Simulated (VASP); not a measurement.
The system is KI.

```xyz
2
Lattice="0.0000 3.5562 3.5562 3.5562 0.0000 3.5562 3.5562 3.5562 0.0000" Properties=species:S:1:pos:R:3 pbc="T T T"
I     3.5562    3.5562    3.5562
K     0.0000    0.0000    0.0000
```

Base run:

| Quantity | Value |
| --- | --- |
| Program | VASP 6.6.1 |
| Functional | PBE0 |
| Potentials or basis | VASP PAW PBE potentials, release 64 (I, K_sv) |
| Cutoff | 520 eV |
| k mesh | 4 × 4 × 4 |
| Occupations | fermi-dirac, width 0.05 eV |
| Spin | no spin polarisation |

Its results: band gap on the k mesh 5.61 eV; pressure 0.1 GPa.

Q: The run is repeated on the same cell with these changes: functional from PBE0 to HSE06. What comes out?

A: Band gap on the k mesh 4.91 eV; pressure 0.2 GPa.

Caveats: the PAW data sets were made with another functional, which shifts forces and pressure a little; spin-orbit coupling is left out, which moves the levels of the heavy elements.

